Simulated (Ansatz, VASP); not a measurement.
**SiC in VASP and in Ansatz**

```xyz
2
Lattice="0.0000 2.1790 2.1790 2.1790 0.0000 2.1790 2.1790 2.1790 0.0000" Properties=species:S:1:pos:R:3 pbc="T T T"
Si    0.0000    0.0000    0.0000
C     3.2685    3.2685    3.2685
```

Alike in both runs: task single point; functional PBEsol; k mesh 10 × 10 × 10; no spin polarisation.

|  | VASP | Ansatz |
| --- | --- | --- |
| version | VASP 6.6.1 | Ansatz 0.2.0 |
| potentials or method | VASP PAW PBE potentials, release 64 (Si, C), cutoff 520 eV | all-electron LAPW, scalar-relativistic |
| occupations | gaussian, width 0.01 eV | fixed |

```tsv
	VASP	Ansatz	Ansatz less VASP
gap on the k mesh at the Fermi level (eV)	1.23	1.24	+0.010
pressure (GPa)	0.2	-0.2	-0.41
```

VASP's potentials were made for PBE, not for PBEsol. Ansatz ran all-electron here, and VASP with PAW potentials.
